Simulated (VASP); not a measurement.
Input of a VASP 6.6.1 run:

File INCAR:

```
  PREC = Accurate
  ENCUT = 520
  EDIFF = 1E-6
  ISMEAR = 0
  SIGMA = 0.1
  LREAL = F
  LASPH = T
  NELM = 100
  ALGO = Normal
  ISIF = 2
  LWAVE = F
  LCHARG = F
  GGA = PE
  NBANDS = 46
```

KPOINTS

```
Automatic mesh
0
Gamma
  6 6 6
```

Contents of POSCAR:

```
Mg2Zn3O5
1.0
    1.5228199880      0.8792005300     12.3657859824
   -1.5228199880      0.8792005300     12.3657859824
    0.0000000000     -1.7584010600     12.3657859824
Mg Zn O
2 3 5
Direct
    0.8997580871      0.8997580871      0.8997580871
    0.1002419129      0.1002419129      0.1002419129
    0.2995163474      0.2995163474      0.2995163474
    0.5000000000      0.5000000000      0.5000000000
    0.7004836526      0.7004836526      0.7004836526
    0.5985902190      0.5985902190      0.5985902190
    0.2009023664      0.2009023664      0.2009023664
    0.7990976336      0.7990976336      0.7990976336
    0.4014097810      0.4014097810      0.4014097810
    0.0000000000      0.0000000000      0.0000000000
```

Potentials or basis: VASP PAW PBE potentials, release 64 (Mg, Zn, O).

Command:

```bash
$ cat potpaw_PBE.64/Mg/POTCAR potpaw_PBE.64/Zn/POTCAR potpaw_PBE.64/O/POTCAR > POTCAR
$ mpirun -np 1 vasp_std > vasp.out
```

(1) Estimate the largest force.

(2) Estimate the band gap on the k mesh.

## Answers

(1) 0.065 eV/Å.

(2) 1.91 eV (least direct gap 1.92 eV).
